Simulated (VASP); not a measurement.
# Si10H4Cl in VASP: notebook

The runs below take Si10H4Cl through single point, with PBE.

Everything below comes from runs of VASP 6.6.1. Logs are shortened: lines on timing, memory, paths and dates and some standing lists are left out, and cuts for length are marked.

### Step 1. The cell of the first run

The cell holds a slab with vacuum, 30 atoms: a = 7.679 Å, b = 7.679 Å, c = 17.256 Å, α = 90.00°, β = 90.00°, γ = 90.00°.

### Step 2. Single point, PBE

Input file INCAR:

```
PREC = Accurate
ENCUT = 520
EDIFF = 1E-6
ISMEAR = -1
SIGMA = 0.05
LREAL = Auto
LASPH = T
NELM = 100
ALGO = Normal
ISIF = 2
LWAVE = F
LCHARG = F
GGA = PE
NBANDS = 72
```

Input file KPOINTS:

```
Automatic mesh
0
Gamma
  2 2 1
```

Input file POSCAR:

```
Si10H4Cl
1.0
    7.6791800000      0.0000000000      0.0000000000
    0.0000000000      7.6791800000      0.0000000000
    0.0000000000      0.0000000000     17.2555000000
H Si Cl
8 20 2
Direct
    0.4093926695      0.0000000000      0.0579525369
    0.0906086327      0.0000000000      0.0579525369
    0.9093939718      0.0000000000      0.0579525369
    0.5906099349      0.0000000000      0.0579525369
    0.4093926695      0.5000013022      0.0579525369
    0.0906086327      0.5000013022      0.0579525369
    0.9093939718      0.5000013022      0.0579525369
    0.5906099349      0.5000013022      0.0579525369
    0.2500006511      0.0000000000      0.1081104575
    0.7500019533      0.0000000000      0.1081104575
    0.2500006511      0.5000013022      0.1081104575
    0.7500019533      0.5000013022      0.1081104575
    0.2296338932      0.2514982068      0.1913129147
    0.7416026190      0.2355980717      0.1854597085
    0.2448829172      0.7526194203      0.1852278984
    0.7355863517      0.7564349319      0.1911042856
   -0.0249505807      0.2236697147      0.2677986729
    0.4991678799      0.2333061603      0.2598301991
   -0.0102484901      0.7622819103      0.2681637739
    0.4881510786      0.7472151975      0.2786937498
    0.0214215580      0.0058209340      0.3625626612
    0.4922661013      0.0043364005      0.3489380198
   -0.0050526228      0.4899611677      0.3337428646
    0.4966806352      0.4923051680      0.3394743705
    0.2465627840      0.0744480530      0.4413839066
    0.7602504434      0.1227344586      0.4040914491
    0.2373821163      0.3736987543      0.3899858016
    0.7386075076      0.4337963168      0.4128191012
    0.7752260007      0.0969765001      0.5312103387
    0.6936287468      0.5441857073      0.5208542204
```

Potentials or basis: VASP PAW PBE potentials, release 64 (H, Si, Cl).

Launch:

```console
$ cat potpaw_PBE.64/H/POTCAR potpaw_PBE.64/Si/POTCAR potpaw_PBE.64/Cl/POTCAR > POTCAR
$ mpirun -np 1 vasp_std > vasp.out
```

OUTCAR:

```text
PREC = Accurate
   ENCUT = 520
   EDIFF = 1E-6
   ISMEAR = -1
   LREAL = Auto
   LASPH = T
   NELM = 100
   ISIF = 2
   GGA = PE

 ion  position               nearest neighbor table
   1  0.409  0.000  0.058-   9 1.50
   2  0.091  0.000  0.058-   9 1.50
   3  0.909  0.000  0.058-  10 1.50
   4  0.591  0.000  0.058-  10 1.50
   5  0.409  0.500  0.058-  11 1.50
   6  0.091  0.500  0.058-  11 1.50
   7  0.909  0.500  0.058-  12 1.50
   8  0.591  0.500  0.058-  12 1.50
   9  0.250  0.000  0.108-   1 1.50   2 1.50  15 2.32  13 2.41
  10  0.750  0.000  0.108-   4 1.50   3 1.50  14 2.25  16 2.36
  11  0.250  0.500  0.108-   5 1.50   6 1.50  15 2.35  13 2.39
  12  0.750  0.500  0.108-   8 1.50   7 1.50  14 2.43  16 2.44
  13  0.230  0.251  0.191-  17 2.37  18 2.39  11 2.39   9 2.41
  14  0.742  0.236  0.185-  10 2.25  18 2.26  17 2.29  12 2.43
  15  0.245  0.753  0.185-   9 2.32  11 2.35  19 2.43  20 2.47
  16  0.736  0.756  0.191-  10 2.36  19 2.36  20 2.43  12 2.44
  17  0.975  0.224  0.268-  14 2.29  23 2.35  21 2.37  13 2.37  26 2.98  27 3.14
  18  0.499  0.233  0.260-  14 2.26  22 2.34  13 2.39  24 2.42
  19  0.990  0.762  0.268-  16 2.36  23 2.38  15 2.43  21 2.49
  20  0.488  0.747  0.279-  24 2.22  22 2.32  16 2.43  15 2.47
  21  0.021  0.006  0.363-  25 2.26  26 2.31  17 2.37  19 2.49
  22  0.492  0.004  0.349-  20 2.32  18 2.34  26 2.44  25 2.53
  23  0.995  0.490  0.334-  27 2.28  17 2.35  19 2.38  28 2.43
  24  0.497  0.492  0.339-  20 2.22  28 2.29  27 2.36  18 2.42
  25  0.247  0.074  0.441-  21 2.26  27 2.46  22 2.53
  26  0.760  0.123  0.404-  29 2.21  21 2.31  28 2.40  22 2.44  17 2.98
  27  0.237  0.374  0.390-  23 2.28  24 2.36  25 2.46  17 3.14
  28  0.739  0.434  0.413-  30 2.08  24 2.29  26 2.40  23 2.43
  29  0.775  0.097  0.531-  26 2.21
  30  0.694  0.544  0.521-  28 2.08

  LATTYP: Found a simple tetragonal cell.
 ALAT       =     7.6791800000
 C/A-ratio  =     2.2470498152

  Lattice vectors:

 A1 = (   7.6791800000,   0.0000000000,   0.0000000000)
 A2 = (   0.0000000000,   7.6791800000,   0.0000000000)
 A3 = (   0.0000000000,   0.0000000000,  17.2555000000)

Analysis of symmetry for initial positions (statically):
=====================================================================
 Subroutine PRICEL returns:
 Original cell was already a primitive cell.

 Routine SETGRP: Setting up the symmetry group for a
 simple tetragonal supercell.

 Subroutine GETGRP returns: Found  1 space group operations
 (whereof  1 operations were pure point group operations)
 out of a pool of 16 trial point group operations.

The static configuration has the point symmetry C_1 .

Analysis of symmetry for dynamics (positions and initial velocities):
=====================================================================
 Subroutine PRICEL returns:
 Original cell was already a primitive cell.

 Routine SETGRP: Setting up the symmetry group for a
 simple tetragonal supercell.

 Subroutine GETGRP returns: Found  1 space group operations
 (whereof  1 operations were pure point group operations)
 out of a pool of 16 trial point group operations.

The dynamic configuration has the point symmetry C_1 .

 Subroutine INISYM returns: Found  1 space group operations
 (whereof  1 operations are pure point group operations),
 and found     1 'primitive' translations

----------------------------------------------------------------------------------------

                                     Primitive cell

  volume of cell :    1017.5535

  direct lattice vectors                    reciprocal lattice vectors
     7.679180000  0.000000000  0.000000000     0.130222237  0.000000000  0.000000000
     0.000000000  7.679180000  0.000000000     0.000000000  0.130222237  0.000000000
     0.000000000  0.000000000 17.255500000     0.000000000  0.000000000  0.057952537

  length of vectors
     7.679180000  7.679180000 17.255500000     0.130222237  0.130222237  0.057952537

  position of ions in fractional coordinates (direct lattice)
     0.409392670  0.000000000  0.057952537
[... 53 lines left out ...]
 non-spin polarized calculation
  energy-cutoff  :      520.00
  volume of cell :     1017.55
 maximum number of plane-waves:     27424
 NGX is ok and might be reduce to    60
   NGX = 29   NGY = 29   NGZ = 65

 number of electron     102.0000002 magnetization

 Free energy of the ion-electron system (eV)
  ---------------------------------------------------
  ext. energy  EPLUGINS =         0.00000000
  ---------------------------------------------------
  free energy    TOTEN  =      -135.21526317 eV

  energy without entropy =     -135.21097016  energy(sigma->0) =     -135.21311666

 E-fermi :  -0.3010     XC(G=0):  -5.1938

 val. band max:       -0.5128978261   @ k =   0.0000   0.5000   0.0000
 cond. band min:      -0.0900018320   @ k =   0.0000   0.0000   0.0000
 fundamental gap:      0.4228959940
 Fermi energy:        -0.3009891789

 k-point     1 :       0.0000    0.0000    0.0000
  band No.  band energies     occupation
      1     -16.2028      2.00000
      2     -15.2450      2.00000
      3     -11.9483      2.00000
      4     -10.7304      2.00000
      5     -10.2285      2.00000
      6      -9.9930      2.00000
[... 55 lines left out ...]
     62       2.1145      0.00000
     63       2.4354      0.00000

 k-point     2 :       0.5000    0.0000    0.0000
  band No.  band energies     occupation
      1     -16.2026      2.00000
      2     -15.2446      2.00000
      3     -11.4817      2.00000
      4     -11.3632      2.00000
      5     -10.3362      2.00000
      6     -10.1927      2.00000
[... 55 lines left out ...]
     62       2.4732      0.00000
     63       2.5569      0.00000

 k-point     3 :       0.0000    0.5000    0.0000
  band No.  band energies     occupation
      1     -16.2002      2.00000
      2     -15.2491      2.00000
      3     -11.6906      2.00000
      4     -11.0568      2.00000
      5     -10.3758      2.00000
      6      -9.9384      2.00000
[... 55 lines left out ...]
     62       2.5103      0.00000
     63       2.6967      0.00000

 k-point     4 :       0.5000    0.5000    0.0000
  band No.  band energies     occupation
      1     -16.2000      2.00000
      2     -15.2487      2.00000
      3     -11.2553      2.00000
      4     -11.0437      2.00000
      5     -10.6247      2.00000
      6     -10.4648      2.00000
[... 55 lines left out ...]
     62       3.0041      0.00000
     63       3.0878      0.00000
 [bands above 63 left out]

------------------------ aborting loop because EDIFF is reached ----------------------------------------

  FORCE on cell =-STRESS in cart. coord.  units (eV):
  Direction    XX          YY          ZZ          XY          YZ          ZX
  --------------------------------------------------------------------------------------
  -------------------------------------------------------------------------------------
  Total       16.6037261      1.7570857     -1.2105823      0.0469297     -2.9647867      3.5576116
  in kB       26.1432092      2.7665995     -1.9061088      0.0738927     -4.6681714      5.6015971
  external PRESSURE =       9.0012333 kB  Pullay stress =       0.0000000 kB

 VOLUME and BASIS-vectors are now :
 -----------------------------------------------------------------------------
  energy-cutoff  :      520.00
  volume of cell :     1017.55
      direct lattice vectors                 reciprocal lattice vectors
     7.679180000  0.000000000  0.000000000     0.130222237  0.000000000  0.000000000
     0.000000000  7.679180000  0.000000000     0.000000000  0.130222237  0.000000000
     0.000000000  0.000000000 17.255500000     0.000000000  0.000000000  0.057952537

 POSITION                                       TOTAL-FORCE (eV/Angst)
 -----------------------------------------------------------------------------------
      3.14380      0.00000      1.00000        -0.600187      0.058393      0.027449
      0.69580      0.00000      1.00000         0.640739     -0.115706     -0.085469
      6.98340      0.00000      1.00000        -0.547558     -0.108668      0.085116
      4.53540      0.00000      1.00000         0.626736     -0.024872     -0.060068
      3.14380      3.83960      1.00000        -0.581184     -0.065106      0.075923
      0.69580      3.83960      1.00000         0.660536      0.073152     -0.065020
[... 22 lines left out ...]
      5.95310      0.74470      9.16630        -0.178071     -0.261443     -0.623599
      5.32650      4.17890      8.98760         0.281043     -0.035926     -0.034150
 -----------------------------------------------------------------------------------
    total drift:                                0.003561      0.003470      0.031441

  FREE ENERGIE OF THE ION-ELECTRON SYSTEM (eV)
  ---------------------------------------------------
  free  energy   TOTEN  =      -135.2152631686 eV

  energy  without entropy=     -135.2109701572  energy(sigma->0) =     -135.21311666
```

It took 7 min on 1 thread of Intel Xeon Platinum 8488C (Sapphire Rapids), shared host; peak memory 0.95 GiB.

What came out:

```yaml
Free_energy: -135.2153 eV
Largest_force: 2.173 eV/Å
Band_gap_on_the_k_mesh: 0.42 eV (least direct gap 0.55 eV)
```

Forces in eV/Å, atoms in the order of the input:
```
H   -0.600  0.058  0.027
H    0.641 -0.116 -0.085
H   -0.548 -0.109  0.085
H    0.627 -0.025 -0.060
H   -0.581 -0.065  0.076
H    0.661  0.073 -0.065
H   -0.592  0.091  0.075
H    0.621  0.030 -0.004
Si  -0.163  0.638  0.182
Si  -0.295 -0.749 -0.487
Si  -0.335 -0.250  0.414
Si  -0.092 -0.124  0.755
Si   0.560 -0.358 -0.864
Si   0.166  1.439 -0.779
Si   0.020 -0.071  0.948
Si   0.023 -0.473  0.040
Si   1.037  0.278 -0.359
Si  -1.384  0.415  0.193
Si   0.684  0.024  0.251
Si  -0.206  1.031 -1.901
Si  -0.970 -0.492 -1.616
Si  -0.123  0.952  1.015
Si  -1.048  0.654  0.666
Si  -0.265 -1.391  0.498
Si   1.437  0.750  0.104
Si  -0.709 -0.777  1.832
Si   0.668 -1.024  0.141
Si   0.664 -0.113 -0.424
Cl  -0.178 -0.261 -0.624
Cl   0.281 -0.036 -0.034
```

Levels at points of the mesh, in eV from the valence-band top:
```csv
k point,band 49,band 50,band 51,band 52,band 53,band 54
"(0.00, 0.00, 0.00)",-0.49,-0.45,-0.23,0.42,1.09,1.29
"(0.50, 0.00, 0.00)",-0.55,-0.39,-0.23,0.80,1.80,1.82
"(0.00, 0.50, 0.00)",-0.44,-0.32,0.00,0.55,1.28,1.69
"(0.50, 0.50, 0.00)",-0.93,-0.78,-0.13,1.04,1.86,2.08
```

Caveat: there is no dipole correction, which matters where the two faces differ.

### Step 3. Single point, PBE

Input file INCAR:

```
SYSTEM = Si10H4Cl
PREC = Accurate
ENCUT = 520
EDIFF = 1E-6
ISMEAR = -1
SIGMA = 0.05
LREAL = Auto
LASPH = .True.
NELM = 80
ALGO = Normal
ISIF = 2
LWAVE = .False.
LCHARG = .False.
GGA = PE
NBANDS = 72
```

Input file KPOINTS:

```
Automatic mesh
0
Gamma
  2 2 1
  0 0 0
```

Input file POSCAR:

```
Si10H4Cl
1.0
    7.6791800000      0.0000000000      0.0000000000
    0.0000000000      7.6791800000      0.0000000000
    0.0000000000      0.0000000000     17.2555000000
H Si Cl
8 20 2
Direct
    0.4093926695      0.0000000000      0.0579525369
    0.0906086327      0.0000000000      0.0579525369
    0.9093939718      0.0000000000      0.0579525369
    0.5906099349      0.0000000000      0.0579525369
    0.4093926695      0.5000013022      0.0579525369
    0.0906086327      0.5000013022      0.0579525369
    0.9093939718      0.5000013022      0.0579525369
    0.5906099349      0.5000013022      0.0579525369
    0.2500006511      0.0000000000      0.1081104575
    0.7500019533      0.0000000000      0.1081104575
    0.2500006511      0.5000013022      0.1081104575
    0.7500019533      0.5000013022      0.1081104575
    0.2230576702      0.2560169185      0.1852221031
    0.7517078646      0.2716175425      0.1918866448
    0.2598324300      0.7486476421      0.1883747211
    0.7693660000      0.7583101321      0.1911564429
   -0.0065892452      0.2441015838      0.2678450349
    0.4823171224      0.2367700718      0.2582712758
    0.0115767569      0.7426704414      0.2727594100
    0.5047544139      0.7436340859      0.2720697749
    0.0150536906     -0.0131784904      0.3602155834
    0.4905992567      0.0048963561      0.3561704964
    0.0097276011      0.4946361460      0.3471878531
    0.5030485026      0.4799731221      0.3469560430
    0.2493625621      0.0738099641      0.4346092550
    0.7501321756      0.0911555661      0.4168236215
    0.2488416732      0.3643878643      0.3859349193
    0.7560963540      0.4432764957      0.4135493031
    0.7729731560      0.0403558713      0.5403784301
    0.7214311945      0.5269963720      0.5253861088
```

Potentials or basis: VASP PAW PBE potentials, release 64 (H, Si, Cl).

Launch:

```console
$ cat potpaw_PBE.64/H/POTCAR potpaw_PBE.64/Si/POTCAR potpaw_PBE.64/Cl/POTCAR > POTCAR
$ mpirun -np 1 vasp_std > vasp.out
```

Wall time 7.5 min (1 thread of Intel Xeon Platinum 8488C (Sapphire Rapids), shared host); peak memory 0.95 GiB.

It converged, with:

| Item | Value |
| --- | --- |
| Free energy | -135.2870 eV |
| Largest force | 2.258 eV/Å |
| Band gap on the k mesh | 0.51 eV (least direct gap 0.73 eV) |

Forces on the atoms (eV/Å):
```
H   -0.613  0.104  0.059
H    0.617 -0.209 -0.057
H   -0.623 -0.021 -0.048
H    0.603 -0.150  0.095
H   -0.614 -0.133  0.049
H    0.618  0.154 -0.040
H   -0.626 -0.031 -0.033
H    0.611  0.089  0.078
Si  -0.273  0.148  0.264
Si   0.338  1.114  0.765
Si  -0.132  0.385 -0.080
Si   0.304  1.082  0.158
Si   1.193 -0.734 -0.424
Si  -1.049 -1.750 -0.966
Si  -0.179  0.145  0.239
Si  -1.179 -0.714 -0.091
Si  -0.293 -0.896  0.934
Si   0.574 -0.018  0.661
Si   0.523  0.845 -0.196
Si   0.366  0.396  0.262
Si  -0.825  1.013 -1.210
Si  -0.087 -0.052 -1.096
Si  -1.034  0.405 -0.367
Si   0.136  0.803 -1.098
Si   0.317  0.566  0.327
Si   0.702  0.727  0.928
Si   0.835 -1.412  1.087
Si  -0.112 -2.135  0.422
Cl  -0.263  0.060 -0.899
Cl   0.164  0.218  0.279
```

Levels at points of the mesh, in eV from the valence-band top:
```csv
k point,band 47,band 48,band 49,band 50,band 51,band 52,band 53,band 54,band 55,band 56
"(0.00, 0.00, 0.00)",-0.79,-0.69,-0.51,-0.50,-0.22,0.51,1.16,1.38,1.55,1.81
"(0.50, 0.00, 0.00)",-1.10,-0.88,-0.60,-0.24,-0.09,1.04,1.77,1.91,2.09,2.24
"(0.00, 0.50, 0.00)",-1.17,-0.84,-0.64,-0.37,-0.20,0.59,1.56,1.60,1.80,1.95
"(0.50, 0.50, 0.00)",-1.48,-1.25,-0.98,-0.58,0.00,1.25,1.76,1.84,2.14,2.48
```

Caveat: there is no dipole correction, which matters where the two faces differ.

### Step 4. Single point, PBE

Input file INCAR:

```
SYSTEM = Si10H4Cl
PREC     = Accurate       ! precision mode
ENCUT    = 520            ! plane-wave cutoff, eV
EDIFF    = 1E-7           ! SCF threshold, eV
ISMEAR   = -1             ! smearing method
SIGMA    = 0.05           ! smearing width, eV
LREAL    = Auto         
LASPH    = .True.         ! aspherical terms in the spheres
NELM     = 100            ! most SCF steps
ALGO     = Normal         ! electronic algorithm
ISIF     = 2              ! what is computed and relaxed
LWAVE    = .False.        ! write WAVECAR
LCHARG   = .False.        ! write CHGCAR
GGA      = PE             ! functional
NBANDS   = 72             ! bands
```

KPOINTS is that of step 3.

Input file POSCAR:

```
Si10H4Cl
1.0
    7.6791800000      0.0000000000      0.0000000000
    0.0000000000      7.6791800000      0.0000000000
    0.0000000000      0.0000000000     17.2555000000
H Si Cl
8 20 2
Direct
    0.4093926695      0.0000000000      0.0579525369
    0.0906086327      0.0000000000      0.0579525369
    0.9093939718      0.0000000000      0.0579525369
    0.5906099349      0.0000000000      0.0579525369
    0.4093926695      0.5000013022      0.0579525369
    0.0906086327      0.5000013022      0.0579525369
    0.9093939718      0.5000013022      0.0579525369
    0.5906099349      0.5000013022      0.0579525369
    0.2500006511      0.0000000000      0.1081104575
    0.7500019533      0.0000000000      0.1081104575
    0.2500006511      0.5000013022      0.1081104575
    0.7500019533      0.5000013022      0.1081104575
    0.2540245182      0.2335666048      0.1854249370
    0.7816329348      0.2489718954      0.1830662687
    0.2517195846      0.7583101321      0.1983077859
    0.7414463523      0.7472021752      0.1873605517
    0.0153401796      0.2280451819      0.2583176379
    0.5353305952      0.2466409174      0.2497290719
   -0.0022398225      0.7474886642      0.2780678624
    0.5026708581      0.7690925333      0.2826924749
   -0.0121106681     -0.0046098672      0.3525658486
    0.5113957480      0.0375300488      0.3423662021
   -0.0198458690      0.4699199654      0.3496566312
    0.4995194799      0.4793220109      0.3369244589
    0.2717607870      0.0487291612      0.4344122164
    0.7399487966      0.1158847689      0.4241777984
    0.2290088265      0.3373667501      0.3957926458
    0.7152326160      0.4159558703      0.4224624033
    0.7703296446      0.0144286239      0.5387325780
    0.6766868338      0.5228422826      0.5306134276
```

Launch:

```console
$ cat potpaw_PBE.64/H/POTCAR potpaw_PBE.64/Si/POTCAR potpaw_PBE.64/Cl/POTCAR > POTCAR
$ mpirun -np 1 vasp_std > vasp.out
```

Wall time 7.7 min (1 thread of Intel Xeon Platinum 8488C (Sapphire Rapids), shared host); peak memory 0.95 GiB.

Results (log left out):

| Quantity | Value |
| --- | --- |
| Free energy | -134.9869 eV |
| Largest force | 2.664 eV/Å |
| Band gap on the k mesh | 0.45 eV (least direct gap 0.55 eV) |

Forces on the atoms (eV/Å):
```
H   -0.601 -0.117  0.038
H    0.571 -0.087  0.035
H   -0.648 -0.209 -0.119
H    0.602  0.103  0.023
H   -0.628  0.085  0.026
H    0.583  0.134  0.037
H   -0.626  0.242 -0.081
H    0.597 -0.119  0.037
Si  -0.094 -1.142 -0.151
Si   0.273 -0.337 -0.126
Si   0.005  0.011  1.159
Si   0.197 -0.011 -0.134
Si   1.788  1.847 -0.701
Si  -0.402  0.178 -1.666
Si   0.098 -0.460 -0.564
Si   0.366  0.357  1.162
Si  -0.305 -0.226  2.247
Si  -1.738  0.522  0.384
Si  -0.628 -0.984 -0.725
Si   0.138 -1.140 -1.328
Si   0.934  1.543  0.709
Si  -0.741 -0.546  1.319
Si  -0.323  0.718 -0.081
Si  -1.472  0.332  0.168
Si  -0.873  0.161 -0.624
Si   0.995 -1.549  0.219
Si   1.092  0.054 -0.506
Si   0.947  0.278 -0.272
Cl  -0.316  0.286 -0.616
Cl   0.210  0.076  0.129
```

Levels at points of the mesh, in eV from the valence-band top:
```tsv
k point	band 48	band 49	band 50	band 51	band 52	band 53	band 54	band 55
(0.00, 0.00, 0.00)	-0.76	-0.69	-0.63	-0.26	0.45	0.87	1.01	1.15
(0.50, 0.00, 0.00)	-1.12	-0.86	-0.67	-0.58	0.82	1.31	1.56	1.71
(0.00, 0.50, 0.00)	-1.12	-0.99	-0.56	0.00	0.55	1.11	1.51	1.69
(0.50, 0.50, 0.00)	-1.35	-1.29	-1.17	-0.52	1.03	1.59	1.80	1.88
```

Caveat: there is no dipole correction, which matters where the two faces differ.

### Step 5. The runs side by side

| cell | gap on the mesh (eV) | largest force (eV/Å) |
| --- | --- | --- |
| as given, atomic positions A | 0.42 | 2.17 |
| as given, atomic positions B | 0.51 | 2.26 |
| as given, atomic positions C | 0.45 | 2.66 |

Alike in all rows: task single point; level PBE; potentials or basis VASP PAW PBE potentials, release 64 (H, Si, Cl); no spin polarisation; k mesh 2 × 2 × 1; cutoff (eV) 520; smearing fermi-dirac 0.05 eV.

Caveats: there is no dipole correction, which matters where the two faces differ.

Absolute energies hang on the potentials; compare differences alone.
